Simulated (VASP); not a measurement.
Runs of VASP 6.6.1 on Pt. The structure is that of space group I4/mmm (No. 139), or close to it. The cells are those of the table. 

```tsv
cell	gap on the mesh (eV)	pressure (GPa)
a = 2.805, b = 2.805, c = 2.907 Å, angles 58.8, 58.8, 62.4°, 1 atom	none	-7.0
a = 2.736, b = 2.736, c = 2.838 Å, angles 58.8, 58.8, 62.5°, 1 atom	none	12.1
a = 2.772, b = 2.772, c = 2.907 Å, angles 58.4, 58.4, 63.2°, 1 atom	none	(a)
a = 2.839, b = 2.839, c = 2.907 Å, angles 59.2, 59.2, 61.6°, 1 atom	none	-12.1
a = 2.770, b = 2.770, c = 2.838 Å, angles 59.2, 59.2, 61.6°, 1 atom	none	(b)
```

Alike in all rows: task single point; level PBE; potentials or basis VASP PAW PBE potentials, release 64 (Pt); no spin polarisation; k mesh 20 × 20 × 20; cutoff (eV) 520; smearing gaussian 0.15 eV.

Estimate the missing entries.

(a) -0.9; (b) 4.3.

Caveats: spin-orbit coupling is left out, which moves the levels of the heavy elements; the cell stands under tension (at least some runs); the stress differs along the axes, from 10 to 16 GPa (at least some runs); the cell stands under pressure (at least some runs).

A k mesh can miss the band edges, and the runs leave out spin-orbit coupling on Pt.

A gap of «none» marks levels without a gap at the run's occupations.
